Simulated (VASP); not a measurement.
The system is Sb.

```
CELL_PARAMETERS angstrom
-1.55523 1.55523 2.67529
1.55523 -1.55523 2.67529
1.55523 1.55523 -2.67529
ATOMIC_POSITIONS crystal
Sb 0.00000 0.00000 0.00000
```

Base run:

```yaml
Program: VASP 6.6.1
Functional: r2SCAN
Potentials_or_basis: VASP PAW PBE potentials, release 64 (Sb)
Cutoff: 520 eV
k_mesh: 12 × 12 × 12
Occupations: fermi-dirac, width 0.05 eV
Spin: no spin polarisation
```

Its results: pressure 4.2 GPa.

The run is repeated on the same cell with these changes: functional from r2SCAN to PBE. What comes out?

Pressure 4.7 GPa.

Caveats: the PAW data sets were made with another functional, which shifts forces and pressure a little (some runs).
